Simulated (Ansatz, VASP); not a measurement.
RbBr: VASP beside Ansatz

The input INCAR:

```
ALGO = Normal
EDIFF = 1E-8
ENCUT = 520
GGA = CA
ISIF = 2
ISMEAR = -1
LASPH = True
LCHARG = False
LEFG = True
LREAL = False
LWAVE = False
NBANDS = 15
NELM = 100
PREC = Accurate
SIGMA = 0.03
```

File KPOINTS:

```
k-points
0
Gamma
  6 6 6
```

File POSCAR:

```
RbBr
1.0
    0.0000000000      3.5237313002      3.5237313002
    3.5237313002      0.0000000000      3.5237313002
    3.5237313002      3.5237313002      0.0000000000
Rb Br
1 1
Direct
    0.0000000000      0.0000000000      0.0000000000
    0.5000000000      0.5000000000      0.5000000000
```

Input for Ansatz:

```yaml
crystal:
  lattice:
    - [0.0, 3.5237313002, 3.5237313002]
    - [3.5237313002, 0.0, 3.5237313002]
    - [3.5237313002, 3.5237313002, 0.0]
  atoms:
    - { symbol: Rb, position: [0.0, 0.0, 0.0] }
    - { symbol: Br, position: [0.5, 0.5, 0.5] }
kpoints:
  mp_grid: { grid: [6, 6, 6] }
scf:
  occupations: { method: fermi_dirac, width: 0.03 }
hamiltonian:
  xc: lda
  pseudopotentials: { kind: all_electron, datasets: crystal }
output:
  forces: true
  stress: true
  eigenvalues: true
  efg: { contact_densities: true }
```

Change from the starting cell: volume scaled by 1.06, crystal datasets.

Alike in both runs: task electric field gradients; functional LDA; k mesh 6 × 6 × 6; occupations fermi-dirac, width 0.03 eV; no spin polarisation.

|  | VASP | Ansatz |
| --- | --- | --- |
| version | VASP 6.6.1 | Ansatz 0.2.0 |
| potentials or method | VASP PAW LDA potentials, release 64 (Rb_sv, Br), cutoff 520 eV | all-electron PAW with datasets made for the crystal, scalar-relativistic |

Ansatz gave:

- gap on the k mesh at the Fermi level (eV): 3.76
- pressure (GPa): -2.0

Task: Which values does VASP return?

Result: gap on the k mesh at the Fermi level (eV): 3.77; pressure (GPa): -2.0.

LDA's correlation is that of Perdew and Zunger in VASP and of Perdew and Wang (1992) in Ansatz. Ansatz ran all-electron here, and VASP with PAW potentials.
